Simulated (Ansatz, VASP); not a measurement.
# W in VASP and in Ansatz

```
CELL_PARAMETERS angstrom
-1.58062 1.58062 1.58062
1.58062 -1.58062 1.58062
1.58062 1.58062 -1.58062
ATOMIC_POSITIONS crystal
W 0.00000 0.00000 0.00000
```

Alike in both runs: functional PBE; dispersion D4; k mesh 15 × 15 × 15; occupations fermi-dirac, width 0.15 eV; no spin polarisation.

Ansatz relaxed the structure, and its values are those at the end. VASP's run is a single point on that final structure, the one shown.

|  | VASP | Ansatz |
| --- | --- | --- |
| version | VASP 6.6.1 | Ansatz 0.2.0 |
| potentials or method | VASP PAW PBE potentials, release 64 (W_sv) | plane waves, PAW |
| plane-wave cutoff (eV) | 500 | 420 |
| valence electrons in the cell | 14 | 14 |

```tsv
	VASP	Ansatz	Ansatz less VASP
pressure (GPa)	0.5	0.0	-0.56
```

Neither program's run includes spin-orbit coupling.
